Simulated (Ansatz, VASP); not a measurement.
## C: VASP beside Ansatz

```
C
1.0
     0.00000    2.07558    3.30471
     1.19898    0.00000    3.30471
     1.19898    2.07558    0.00000
C
2
Cartesian
  1.1990 0.6190 3.3047
  1.1990 3.5321 3.3047
```

Alike in both runs: task single point; functional PBE; dispersion D3(BJ); k mesh 16 × 16 × 16; occupations gaussian, width 0.03 eV; no spin polarisation.

```csv
,VASP,Ansatz
version,VASP 6.6.1,Ansatz 0.2.0
potentials or method,"VASP PAW PBE potentials, release 64 (C), cutoff 520 eV","scalar-relativistic, plane waves, PAW"
valence electrons in the cell,8,8
```

Ansatz gave:

| Property | Result |
| --- | --- |
| gap on the k mesh at the Fermi level (eV) | none |
| rms of the force components (eV/Å) | 6.644 |

Task: Estimate VASP's values.

Result: gap on the k mesh at the Fermi level (eV): none; rms of the force components (eV/Å): 6.669.

Atom by atom the forces differ by 0.025 eV/Å (rms over components). A gap of «none» marks a metal or a gap that the smearing closes.
